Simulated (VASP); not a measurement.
LaC, 2 atoms in the cell. It takes space group P-6m2 (No. 187, hexagonal). Conventional cell: a = 3.708 Å, b = 3.708 Å, c = 3.182 Å, α = 90.00°, β = 90.00°, γ = 120.00°. La (site symmetry -6m2) has 6 C at 2.67 Å and 2 La at 3.18 Å within 3.5 Å. Within 3.5 Å of C (site symmetry -6m2) lie 6 La at 2.67 Å and 2 C at 3.18 Å. 

- Program: VASP 6.6.1
- Task: single point
- Functional: r2SCAN
- Potentials or basis: VASP PAW PBE potentials, release 64 (La, C)
- Cutoff: 520 eV
- k mesh: 10 × 10 × 10
- Occupations: gaussian, width 0.05 eV
- Spin: no spin polarisation
- Dipole correction: no
- Further INCAR settings: ALGO = Normal; EDIFF = 1e-06; NBANDS = 14

Potentials or basis: VASP PAW PBE potentials, release 64 (La, C).

Launch:

```bash
$ cat potpaw_PBE.64/La/POTCAR potpaw_PBE.64/C/POTCAR > POTCAR
$ cp INCAR.step1 INCAR
$ mpirun -np 1 vasp_std > vasp.out
$ cp INCAR.step2 INCAR
$ mpirun -np 1 vasp_std > vasp.out
```

Hardware: 1 thread of Oxide Virtual Turin-like Processor, on a shared host.

Q: Estimate the wall time of this run.

A: Run time: 5 min on 1 thread of Oxide Virtual Turin-like Processor, on a shared host, peak memory 0.17 GiB. Counts: k points 84.
